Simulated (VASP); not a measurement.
Wanted: the native input for a VASP 6.6.1 run.

```
Task                   : electric field gradients
Functional             : PBE
Potentials or basis    : VASP PAW PBE potentials, release 64 (C)
Cutoff                 : 520 eV
k mesh                 : 20 × 20 × 20
Occupations            : fermi-dirac, width 0.08 eV
Spin                   : no spin polarisation
Dipole correction      : no
Further INCAR settings : ALGO = Normal; EDIFF = 1e-08; NBANDS = 11
```

The structure of C lies in POSCAR:

```
C
1.0
    0.0000000000      1.8126412627      1.8126412627
    1.8126412627      0.0000000000      1.8126412627
    1.8126412627      1.8126412627      0.0000000000
C
2
Direct
    0.5000000000      0.5000000000      0.5000000000
    0.7500000000      0.7500000000      0.7500000000
```

The input as run:

INCAR

```
SYSTEM = C
PREC = Accurate ; ENCUT = 520
EDIFF = 1E-8 ; ISMEAR = -1
SIGMA = 0.08 ; LREAL = .False.
LASPH = .True. ; NELM = 80
ALGO = Normal ; ISIF = 2
LWAVE = .False. ; LCHARG = .False.
GGA = PE ; LEFG = .True.
NBANDS = 11
```

KPOINTS

```
Automatic mesh
0
Gamma
  20 20 20
  0 0 0
```

Potentials or basis: VASP PAW PBE potentials, release 64 (C).

The run is started by

```sh
$ cat potpaw_PBE.64/C/POTCAR > POTCAR
$ mpirun -np 1 vasp_std > vasp.out
```

Results of the run:

```yaml
Pressure: -17.3 GPa
Band_gap_on_the_k_mesh: 4.03 eV (least direct gap 5.46 eV)
Largest_electric_field_gradient_by_atom: zero within the noise of the run
```

Caveat: the cell stands under tension.

Wall time 60 s on 1 thread of AMD EPYC 7R13 (shared host), peak memory 0.11 GiB.
